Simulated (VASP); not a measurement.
# Re (P6_3/mmc) in VASP: further runs

Re is run at these levels: LDA, BLYP+D4, r2SCAN50; tasks: single point, relaxation of cell and atoms.

Everything below comes from runs of VASP 6.6.1. Logs are shortened: lines on timing, memory, paths and dates and some standing lists are left out, and cuts for length are marked.

## (1) The cell of the first run

It takes space group P6_3/mmc (No. 194, hexagonal). The conventional cell has a = 2.704 Å, b = 2.704 Å, c = 4.367 Å, α = 90.00°, β = 90.00°, γ = 120.00°. Re (site symmetry -6m2) has 12 Re at 2.68 to 2.70 Å within 3.5 Å.

## (2) Single point, LDA

Input file INCAR:

```
PREC     = Accurate       # precision mode
ENCUT    = 560            # plane-wave cutoff, eV
EDIFF    = 1E-6           # SCF threshold, eV
ISMEAR   = -1             # smearing method
SIGMA    = 0.05           # smearing width, eV
LREAL    = F              # projectors in reciprocal space
LASPH    = T              # aspherical terms in the spheres
NELM     = 120            # most SCF steps
ALGO     = Normal         # electronic algorithm
ISIF     = 2              # what is computed and relaxed
LWAVE    = F              # write WAVECAR
LCHARG   = F              # write CHGCAR
NBANDS   = 22             # bands
GGA_COMPAT= F
```

Input file KPOINTS:

```
Automatic mesh
0
Gamma
  11 11 6
```

Input file POSCAR:

```
Re
1.0
    2.7044413289      0.0000000000      0.0000000000
   -1.3522206645      2.3421148939      0.0000000000
    0.0000000000      0.0000000000      4.3671907899
Re
2
Direct
    0.6666666667      0.3333333333      0.7500000000
    0.3333333333      0.6666666667      0.2500000000
```

Potentials or basis: VASP PAW LDA potentials, release 64 (Re_sv_GW).

Command:

```sh
$ cat potpaw_LDA.64/Re_sv_GW/POTCAR > POTCAR
$ mpirun -np 1 vasp_std > vasp.out
```

OUTCAR:

```text
PREC = Accurate
   ENCUT = 560
   EDIFF = 1E-6
   ISMEAR = -1
   LREAL = F
   LASPH = T
   NELM = 120
   ISIF = 2

 ion  position               nearest neighbor table
   1  0.667  0.333  0.750-   2 2.68   2 2.68   2 2.68   2 2.68   2 2.68   2 2.68
   2  0.333  0.667  0.250-   1 2.68   1 2.68   1 2.68   1 2.68   1 2.68   1 2.68

  LATTYP: Found a hexagonal cell.
 ALAT       =     2.7044413289
 C/A-ratio  =     1.6148217908

  Lattice vectors:

 A1 = (   2.7044413289,   0.0000000000,   0.0000000000)
 A2 = (  -1.3522206645,   2.3421148939,   0.0000000000)
 A3 = (   0.0000000000,   0.0000000000,   4.3671907899)

Analysis of symmetry for initial positions (statically):
=====================================================================
 Subroutine PRICEL returns:
 Original cell was already a primitive cell.

 Routine SETGRP: Setting up the symmetry group for a
 hexagonal supercell.

 Subroutine GETGRP returns: Found 24 space group operations
 (whereof 12 operations were pure point group operations)
 out of a pool of 24 trial point group operations.

The static configuration has the point symmetry D_3d.
 The point group associated with its full space group is D_6h.

Analysis of symmetry for dynamics (positions and initial velocities):
=====================================================================
 Subroutine PRICEL returns:
 Original cell was already a primitive cell.

 Routine SETGRP: Setting up the symmetry group for a
 hexagonal supercell.

 Subroutine GETGRP returns: Found 24 space group operations
 (whereof 12 operations were pure point group operations)
 out of a pool of 24 trial point group operations.

The dynamic configuration has the point symmetry D_3d.
 The point group associated with its full space group is D_6h.

 Subroutine INISYM returns: Found 24 space group operations
 (whereof 12 operations are pure point group operations),
 and found     1 'primitive' translations

----------------------------------------------------------------------------------------

                                     Primitive cell

  volume of cell :      27.6623

  direct lattice vectors                    reciprocal lattice vectors
     2.704441329  0.000000000  0.000000000     0.369762135  0.213482268  0.000000000
    -1.352220664  2.342114894  0.000000000     0.000000000  0.426964536  0.000000000
[... 81 lines left out ...]
   LSORBIT =      F    spin-orbit coupling
   LASPH  =      T    aspherical Exc in radial PAW
   ENCUT  =  560.0 eV  41.16 Ry    6.42 a.u.   5.22  5.22  8.43*2*pi/ulx,y,z
   NELM   =    120;   NELMIN=  2; NELMDL= -5     # of ELM steps
   EDIFF  = 0.1E-05   stopping-criterion for ELM
   LREAL  =      F    real-space projection
   EDIFFG = 0.1E-04   stopping-criterion for IOM
   NSW    =      0    number of steps for IOM
   IBRION =     -1    ionic relax: 0-MD 1-quasi-New 2-CG
   NFREE  =      0    steps in history (QN), initial steepest desc. (CG)
   ISIF   =      2    stress and relaxation
   ISYM   =      2    0-nonsym 1-usesym 2-fastsym
   POTIM  = 0.5000    time-step for ionic-motion
   TEBEG  =    0.0;   TEEND  =   0.0 temperature during run
   PSTRESS=    0.0 pullay stress
   NELECT =      30.0000    total number of electrons
   NUPDOWN=      -1.0000    fix difference up-down
   EMIN   =  10.00;   EMAX   =-10.00  energy-range for DOS
   EFERMI =   0.00;   METHOD = LEGACY
   ISMEAR =    -1;   SIGMA  =   0.05  broadening in eV -4-tet -1-fermi 0-gaus
   EFERMI_NEDOS =   21; number of points for ismear=-14 and -15
   IALGO  =     38    algorithm
   IMIX   =      4    mixing-type and parameters
     AMIX     =   0.40;   BMIX     =  1.00
     AMIX_MAG =   1.60;   BMIX_MAG =  1.00
  volume/ion in A,a.u.               =      13.83        93.34
  Fermi-wavevector in a.u.,A,eV,Ry     =   1.681974  3.178470 38.491378  2.829036
  Thomas-Fermi vector in A             =   2.765435
   LORBIT       =      0    0 simple, 1 ext, 2 COOP (PROOUT), +10 PAW based schemes
   GGA     = CA    functional components
   LHFCALC =     F    Hartree Fock is set to
   AEXX    =    0.0000 exact exchange contribution
   IVDW    =     0    specifies the selected vdW correction
   LEPSILON=     F    determine dielectric tensor
   LRPA    =     F    only Hartree local field effects (RPA)
 non-spin polarized calculation
  energy-cutoff  :      560.00
  volume of cell :       27.66
 maximum number of plane-waves:       844
 NGX is ok and might be reduce to    24
   NGX = 11   NGY = 11   NGZ = 17

 number of electron      29.9999998 magnetization

 Free energy of the ion-electron system (eV)
  ---------------------------------------------------
  ext. energy  EPLUGINS =         0.00000000
  ---------------------------------------------------
  free energy    TOTEN  =       -30.70591625 eV

  energy without entropy =      -30.69452028  energy(sigma->0) =      -30.70021827

 E-fermi :  13.9022     XC(G=0): -14.7912

 val. band max:       13.8619305158   @ k =   0.4545   0.0909   0.1667
 cond. band min:      13.9065023918   @ k =   0.1818   0.0909   0.0000
 fundamental gap:      0.0445718760
 Fermi energy:        13.9022188600

 k-point     1 :       0.0000    0.0000    0.0000
  band No.  band energies     occupation
      1     -65.5412      2.00000
      2     -65.3752      2.00000
      3     -28.4304      2.00000
      4     -27.1149      2.00000
      5     -27.1149      2.00000
      6     -26.8990      2.00000
[... 589 lines left out ...]
     21      25.7269      0.00000
     22      30.3371      0.00000

 [... further k-points ...]

------------------------ aborting loop because EDIFF is reached ----------------------------------------

  FORCE on cell =-STRESS in cart. coord.  units (eV):
  Direction    XX          YY          ZZ          XY          YZ          ZX
  --------------------------------------------------------------------------------------
  -------------------------------------------------------------------------------------
  Total        2.6743885      2.6743885      2.6296365     -0.0000000      0.0000000     -0.0000000
  in kB      154.8984782    154.8984782    152.3064796     -0.0000000      0.0000000     -0.0000000
  external PRESSURE =     154.0344787 kB  Pullay stress =       0.0000000 kB

 VOLUME and BASIS-vectors are now :
 -----------------------------------------------------------------------------
  energy-cutoff  :      560.00
  volume of cell :       27.66
      direct lattice vectors                 reciprocal lattice vectors
     2.704441329  0.000000000  0.000000000     0.369762135  0.213482268  0.000000000
    -1.352220664  2.342114894  0.000000000     0.000000000  0.426964536  0.000000000
     0.000000000  0.000000000  4.367190790     0.000000000  0.000000000  0.228980150

 POSITION                                       TOTAL-FORCE (eV/Angst)
 -----------------------------------------------------------------------------------
      1.35222      0.78070      3.27539        -0.000000      0.000000      0.000000
     -0.00000      1.56141      1.09180         0.000000      0.000000      0.000000
 -----------------------------------------------------------------------------------
    total drift:                               -0.000000      0.000000     -0.000000

  FREE ENERGIE OF THE ION-ELECTRON SYSTEM (eV)
  ---------------------------------------------------
  free  energy   TOTEN  =       -30.7059162479 eV

  energy  without entropy=      -30.6945202822  energy(sigma->0) =      -30.70021827
```

stdout:

```text
POSCAR found type information on POSCAR Re
 POSCAR found :  1 types and       2 ions
 scaLAPACK will be used
 LDA part: xc-table for (Slater(with rela. corr.)+CA(PZ))
 , standard interpolation
 POSCAR, INCAR and KPOINTS ok, starting setup
 FFT: planning ... GRIDC
 FFT: planning ... GRID_SOFT
 FFT: planning ... GRID
 WAVECAR not read
 entering main loop
```

It took 35 s on 1 thread of AMD EPYC 7R43 (Zen 3), shared host; peak memory 0.14 GiB.

Results:

| Property | Result |
| --- | --- |
| Free energy | -30.7059 eV |
| Pressure | 15.4 GPa |
| Band gap on the k mesh | zero (bands 15 and 16 overlap by 3.58 eV) |

Levels at points of the mesh, in eV from the Fermi level:
| k point | band 11 | band 12 | band 13 | band 14 | band 15 | band 16 | band 17 | band 18 | band 19 | band 20 |
| --- | --- | --- | --- | --- | --- | --- | --- | --- | --- | --- |
| (0.00, 0.00, 0.00) | -1.80 | -1.80 | -1.79 | -0.88 | -0.88 | 0.13 | 0.13 | 0.89 | 3.60 | 3.60 |
| (0.00, 0.00, 0.50) | -2.57 | -2.57 | -1.94 | -1.94 | -1.94 | -1.94 | 2.74 | 2.74 | 2.74 | 2.74 |

Caveat: the cell stands under pressure; spin-orbit coupling is left out, which moves the levels of the heavy elements.

[end of part 1 of 2]

The gap in the log of VASP goes by the Fermi energy; the results here count the filled bands.